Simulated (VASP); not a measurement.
# ScAl (P4mm) in VASP: notebook

The runs below take ScAl through single point, with LDA.

Everything below comes from runs of VASP 6.6.1. Logs are shortened: lines on timing, memory, paths and dates and some standing lists are left out, and cuts for length are marked.

## (1) The cell of the first run

It takes space group P4mm (No. 99, tetragonal). The conventional cell has a = 3.370 Å, b = 3.370 Å, c = 3.370 Å, α = 90.00°, β = 90.00°, γ = 90.00°. Sc (site symmetry 4mm) has 8 Al at 2.69 to 3.19 Å and 6 Sc at 3.37 Å within 3.5 Å. Al (site symmetry 4mm) has 8 Sc at 2.69 to 3.19 Å and 6 Al at 3.37 Å within 3.5 Å.

## (2) Single point, LDA (all Sc atoms moved +0.438 Å, as atom 1 along Cartesian [0 0 1])

Input file INCAR:

```
PREC = Accurate ; ENCUT = 520
EDIFF = 1E-6 ; ISMEAR = -1
SIGMA = 0.02 ; LREAL = F
LASPH = T ; NELM = 80
ALGO = Fast ; ISIF = 2
LWAVE = F ; LCHARG = F
NBANDS = 14
```

Input file KPOINTS:

```
regular mesh
0
Gamma
  14 14 14
```

Input file POSCAR:

```
ScAl
1.0
    3.3703489700      0.0000000000      0.0000000000
    0.0000000000      3.3703489700      0.0000000000
    0.0000000000      0.0000000000      3.3703489700
Sc Al
1 1
Direct
    0.5000000000      0.5000000000      0.6298085165
    0.0000000000      0.0000000000      0.0000000000
```

Potentials or basis: VASP PAW LDA potentials, release 64 (Sc_sv, Al).

Started as:

```console
$ cat potpaw_LDA.64/Sc_sv/POTCAR potpaw_LDA.64/Al/POTCAR > POTCAR
$ mpirun -np 1 vasp_std > vasp.out
```

OUTCAR:

```text
PREC = Accurate
   ENCUT = 520
   EDIFF = 1E-6
   ISMEAR = -1
   LREAL = F
   LASPH = T
   NELM = 80
   ISIF = 2

 ion  position               nearest neighbor table
   1  0.500  0.500  0.630-   2 2.69   2 2.69   2 2.69   2 2.69   2 3.19   2 3.19   2 3.19   2 3.19

   2  0.000  0.000  0.000-   1 2.69   1 2.69   1 2.69   1 2.69   1 3.19   1 3.19   1 3.19   1 3.19

  LATTYP: Found a simple cubic cell.
 ALAT       =     3.3703489700

  Lattice vectors:

 A1 = (   3.3703489700,   0.0000000000,   0.0000000000)
 A2 = (   0.0000000000,   3.3703489700,   0.0000000000)
 A3 = (   0.0000000000,   0.0000000000,   3.3703489700)

Analysis of symmetry for initial positions (statically):
=====================================================================
 Subroutine PRICEL returns:
 Original cell was already a primitive cell.

 Routine SETGRP: Setting up the symmetry group for a
 simple cubic supercell.

 Subroutine GETGRP returns: Found  8 space group operations
 (whereof  8 operations were pure point group operations)
 out of a pool of 48 trial point group operations.

The static configuration has the point symmetry C_4v.

Analysis of symmetry for dynamics (positions and initial velocities):
=====================================================================
 Subroutine PRICEL returns:
 Original cell was already a primitive cell.

 Routine SETGRP: Setting up the symmetry group for a
 simple cubic supercell.

 Subroutine GETGRP returns: Found  8 space group operations
 (whereof  8 operations were pure point group operations)
 out of a pool of 48 trial point group operations.

The dynamic configuration has the point symmetry C_4v.

 Subroutine INISYM returns: Found  8 space group operations
 (whereof  8 operations are pure point group operations),
 and found     1 'primitive' translations

----------------------------------------------------------------------------------------

                                     Primitive cell

  volume of cell :      38.2846

  direct lattice vectors                    reciprocal lattice vectors
     3.370348970  0.000000000  0.000000000     0.296705181  0.000000000  0.000000000
     0.000000000  3.370348970  0.000000000     0.000000000  0.296705181  0.000000000
     0.000000000  0.000000000  3.370348970     0.000000000  0.000000000  0.296705181

  length of vectors
     3.370348970  3.370348970  3.370348970     0.296705181  0.296705181  0.296705181

[... 83 lines left out ...]
   NSW    =      0    number of steps for IOM
   IBRION =     -1    ionic relax: 0-MD 1-quasi-New 2-CG
   NFREE  =      0    steps in history (QN), initial steepest desc. (CG)
   ISIF   =      2    stress and relaxation
   ISYM   =      2    0-nonsym 1-usesym 2-fastsym
   POTIM  = 0.5000    time-step for ionic-motion
   TEBEG  =    0.0;   TEEND  =   0.0 temperature during run
   PSTRESS=    0.0 pullay stress
   NELECT =      14.0000    total number of electrons
   NUPDOWN=      -1.0000    fix difference up-down
   EMIN   =  10.00;   EMAX   =-10.00  energy-range for DOS
   EFERMI =   0.00;   METHOD = LEGACY
   ISMEAR =    -1;   SIGMA  =   0.02  broadening in eV -4-tet -1-fermi 0-gaus
   EFERMI_NEDOS =   21; number of points for ismear=-14 and -15
   IALGO  =     68    algorithm
   IMIX   =      4    mixing-type and parameters
     AMIX     =   0.40;   BMIX     =  1.00
     AMIX_MAG =   1.60;   BMIX_MAG =  1.00
  volume/ion in A,a.u.               =      19.14       129.18
  Fermi-wavevector in a.u.,A,eV,Ry     =   1.170692  2.212287 18.647052  1.370520
  Thomas-Fermi vector in A             =   2.307147
   LORBIT       =      0    0 simple, 1 ext, 2 COOP (PROOUT), +10 PAW based schemes
   GGA     = CA    functional components
   LHFCALC =     F    Hartree Fock is set to
   AEXX    =    0.0000 exact exchange contribution
   IVDW    =     0    specifies the selected vdW correction
   LEPSILON=     F    determine dielectric tensor
   LRPA    =     F    only Hartree local field effects (RPA)
 non-spin polarized calculation
 RMM-DIIS sequential band-by-band and
  energy-cutoff  :      520.00
  volume of cell :       38.28
 maximum number of plane-waves:      1064
 NGX is ok and might be reduce to    28
   NGX = 13   NGY = 13   NGZ = 13

 number of electron      14.0000001 magnetization

 Free energy of the ion-electron system (eV)
  ---------------------------------------------------
  ext. energy  EPLUGINS =         0.00000000
  ---------------------------------------------------
  free energy    TOTEN  =       -11.43214172 eV

  energy without entropy =      -11.43120861  energy(sigma->0) =      -11.43167517

 E-fermi :   5.7471     XC(G=0): -10.4953

 val. band max:        5.7321482182   @ k =   0.5000   0.4286   0.1429
 cond. band min:       5.7498904635   @ k =   0.5000   0.1429   0.0714
 fundamental gap:      0.0177422453
 Fermi energy:         5.7471020667

 k-point     1 :       0.0000    0.0000    0.0000
  band No.  band energies     occupation
      1     -42.9661      2.00000
      2     -21.9213      2.00000
      3     -21.9025      2.00000
      4     -21.9025      2.00000
      5      -2.5586      2.00000
      6       4.9740      2.00000
      7       5.0243      2.00000
      8       8.2802      0.00000
      9       8.2802      0.00000
     10       8.3405      0.00000
     11       9.8542      0.00000
     12       9.8542      0.00000
     13      10.1480      0.00000
     14      13.9376      0.00000
[... 377 lines left out ...]
      1     -42.9555      2.00000
      2     -22.0203      2.00000
      3     -21.9100      2.00000
      4     -21.9010      2.00000
      5      -1.3649      2.00000
      6       3.5742      2.00000
      7       5.4676      2.00000
      8       6.6773      0.00000
      9       7.2551      0.00000
     10       8.4507      0.00000
     11       8.8660      0.00000
     12      11.5437      0.00000
     13      12.2488      0.00000
     14      13.1128      0.00000

 [... further k-points ...]
[... 5 lines left out ...]
  --------------------------------------------------------------------------------------
  -------------------------------------------------------------------------------------
  Total        0.4038872      0.4038872     -0.3943138      0.0000000      0.0000000      0.0000000
  in kB       16.9023082     16.9023082    -16.5016719      0.0000000      0.0000000      0.0000000
  external PRESSURE =       5.7676482 kB  Pullay stress =       0.0000000 kB

 VOLUME and BASIS-vectors are now :
 -----------------------------------------------------------------------------
  energy-cutoff  :      520.00
  volume of cell :       38.28
      direct lattice vectors                 reciprocal lattice vectors
     3.370348970  0.000000000  0.000000000     0.296705181  0.000000000  0.000000000
     0.000000000  3.370348970  0.000000000     0.000000000  0.296705181  0.000000000
     0.000000000  0.000000000  3.370348970     0.000000000  0.000000000  0.296705181

 POSITION                                       TOTAL-FORCE (eV/Angst)
 -----------------------------------------------------------------------------------
      1.68517      1.68517      2.12267         0.000000     -0.000000     -1.946128
      0.00000      0.00000      0.00000        -0.000000      0.000000      1.946128
 -----------------------------------------------------------------------------------
    total drift:                                0.000000      0.000000      0.000907

  FREE ENERGIE OF THE ION-ELECTRON SYSTEM (eV)
  ---------------------------------------------------
  free  energy   TOTEN  =       -11.4321417209 eV

  energy  without entropy=      -11.4312086120  energy(sigma->0) =      -11.43167517
```

stdout:

```text
POSCAR found type information on POSCAR ScAl
 POSCAR found :  2 types and       2 ions
 scaLAPACK will be used
 LDA part: xc-table for (Slater(with rela. corr.)+CA(PZ))
 , standard interpolation
 POSCAR, INCAR and KPOINTS ok, starting setup
 FFT: planning ... GRIDC
 FFT: planning ... GRID_SOFT
 FFT: planning ... GRID
 WAVECAR not read
 entering main loop
```

It took 2.7 min on 1 thread of Intel Xeon Platinum 8259CL at 2.50GHz (Skylake/Cascade Lake), shared host; peak memory 0.26 GiB.

Results:

| Item | Value |
| --- | --- |
| Free energy | -11.4321 eV |
| Pressure | 0.6 GPa |
| Largest force | 1.946 eV/Å |
| Band gap on the k mesh | zero (band 7 reaches 6.02 eV, above the bottom of band 8 at 5.15 eV) |

Forces in eV/Å, atoms in the order of the input:
```
Sc   0.000  0.000 -1.946
Al   0.000  0.000  1.946
```

Stress tensor (GPa, compression positive):
```
 1.69  0.00  0.00
 0.00  1.69  0.00
 0.00  0.00 -1.65
```

Levels at points of the mesh, in eV from the Fermi level:
```csv
k point,band 5,band 6,band 7,band 8,band 9,band 10
"(0.00, 0.00, 0.00)",-8.31,-0.77,-0.72,2.53,2.53,2.59
"(0.50, 0.00, 0.00)",-5.54,-4.37,0.18,0.59,1.00,2.89
"(0.00, 0.00, 0.50)",-5.67,-4.31,0.10,0.87,0.87,2.80
"(0.50, 0.50, 0.00)",-4.74,-1.74,-1.74,-0.60,1.76,1.76
"(0.00, 0.50, 0.50)",-4.54,-1.92,-1.76,-0.52,1.24,1.59
"(0.50, 0.50, 0.50)",-2.79,-2.35,-2.35,-0.22,2.81,2.81
```

Caveat: the cell differs from its parent crystal (all Sc atoms moved +0.438 Å, as atom 1 along Cartesian [0 0 1]); forces of over 1 eV/Å act on the atoms, so gaps and moduli don't describe the material at rest.

## (3) Single point, LDA (all Sc atoms moved +0.312 Å, as atom 1 along Cartesian [0 0 1])

Input file INCAR:

```
SYSTEM = ScAl
PREC = Accurate
ENCUT = 520
EDIFF = 1E-7
ISMEAR = -1
SIGMA = 0.02
LREAL = .False.
LASPH = .True.
NELM = 80
ALGO = Fast
ISIF = 2
LWAVE = .False.
LCHARG = .False.
NBANDS = 14
```

Input file KPOINTS:

```
Automatic mesh
0
Gamma
  14 14 14
  0 0 0
```

Edit POSCAR of step 2 so:

```diff
@@ -8,3 +8,3 @@
 Direct
-    0.5000000000      0.5000000000      0.6298085165
+    0.5000000000      0.5000000000      0.5927203690
     0.0000000000      0.0000000000      0.0000000000
```

Potentials or basis: VASP PAW LDA potentials, release 64 (Sc_sv, Al).

Started as:

```console
$ cat potpaw_LDA.64/Sc_sv/POTCAR potpaw_LDA.64/Al/POTCAR > POTCAR
$ mpirun -np 1 vasp_std > vasp.out
```

It took 2.7 min on 1 thread of Intel Xeon Platinum 8259CL at 2.50GHz (Skylake/Cascade Lake), shared host; peak memory 0.27 GiB.

Results (log left out):

* Free energy: -11.6420 eV
* Pressure: -1.7 GPa
* Largest force: 1.407 eV/Å
* Band gap on the k mesh: zero (band 7 reaches 6.08 eV, above the bottom of band 8 at 5.08 eV)

Forces in eV/Å, atoms in the order of the input:
```
Sc   0.000  0.000 -1.407
Al   0.000  0.000  1.407
```

Stress tensor (GPa, compression positive):
```
-1.18  0.00  0.00
 0.00 -1.18  0.00
 0.00  0.00 -2.74
```

Levels at points of the mesh, in eV from the Fermi level:
```tsv
k point	band 4	band 5	band 6	band 7	band 8	band 9	band 10	band 11
(0.00, 0.00, 0.00)	-27.71	-8.35	-0.73	-0.70	2.57	2.57	2.62	3.95
(0.50, 0.00, 0.00)	-27.69	-5.58	-4.43	0.20	0.66	0.88	2.88	3.78
(0.00, 0.00, 0.50)	-27.69	-5.65	-4.40	0.16	0.81	0.81	2.84	3.83
(0.50, 0.50, 0.00)	-27.68	-4.73	-1.76	-1.76	-0.71	1.64	1.64	3.69
(0.00, 0.50, 0.50)	-27.67	-4.62	-1.86	-1.77	-0.66	1.35	1.54	3.67
(0.50, 0.50, 0.50)	-27.84	-2.67	-2.44	-2.44	-0.36	2.89	2.89	3.12
```

Caveat: the cell differs from its parent crystal (all Sc atoms moved +0.312 Å, as atom 1 along Cartesian [0 0 1]); forces of over 1 eV/Å act on the atoms, so gaps and moduli don't describe the material at rest.

## (4) Single point, LDA (all Sc atoms moved +0.188 Å, as atom 1 along Cartesian [0 0 1])

Input file INCAR:

```
ALGO = Fast
EDIFF = 1E-7
ENCUT = 520
ISIF = 2
ISMEAR = -1
LASPH = True
LCHARG = False
LREAL = False
LWAVE = False
NBANDS = 14
NELM = 100
PREC = Accurate
SIGMA = 0.02
```

Input file KPOINTS:

```
k-points
0
Gamma
  14 14 14
```

Edit POSCAR of step 3 so:

```diff
@@ -8,3 +8,3 @@
 Direct
-    0.5000000000      0.5000000000      0.5927203690
+    0.5000000000      0.5000000000      0.5556322214
     0.0000000000      0.0000000000      0.0000000000
```

Started as:

```console
$ cat potpaw_LDA.64/Sc_sv/POTCAR potpaw_LDA.64/Al/POTCAR > POTCAR
$ mpirun -np 1 vasp_std > vasp.out
```

It took 2.6 min on 1 thread of Intel Xeon Platinum 8259CL at 2.50GHz (Skylake/Cascade Lake), shared host; peak memory 0.27 GiB.

It converged, with:

| Quantity | Value |
| --- | --- |
| Free energy | -11.7830 eV |
| Pressure | -3.3 GPa |
| Largest force | 0.848 eV/Å |
| Band gap on the k mesh | zero (band 7 reaches 6.09 eV, above the bottom of band 8 at 5.03 eV) |

Forces in eV/Å, atoms in the order of the input:
```
Sc   0.000  0.000 -0.848
Al   0.000  0.000  0.848
```

Stress tensor (GPa, compression positive):
```
-3.15  0.00  0.00
 0.00 -3.15  0.00
 0.00  0.00 -3.67
```

Levels at points of the mesh, in eV from the Fermi level:
```csv
k point,band 4,band 5,band 6,band 7,band 8,band 9,band 10,band 11
"(0.00, 0.00, 0.00)",-27.75,-8.39,-0.70,-0.69,2.61,2.61,2.64,3.82
"(0.50, 0.00, 0.00)",-27.73,-5.62,-4.48,0.22,0.71,0.79,2.88,3.76
"(0.00, 0.00, 0.50)",-27.73,-5.64,-4.47,0.21,0.76,0.76,2.86,3.78
"(0.50, 0.50, 0.00)",-27.72,-4.72,-1.78,-1.78,-0.79,1.54,1.54,3.65
"(0.00, 0.50, 0.50)",-27.72,-4.68,-1.82,-1.78,-0.77,1.44,1.50,3.65
"(0.50, 0.50, 0.50)",-27.88,-2.59,-2.50,-2.50,-0.47,2.94,2.94,3.03
```

Caveat: the cell differs from its parent crystal (all Sc atoms moved +0.188 Å, as atom 1 along Cartesian [0 0 1]).
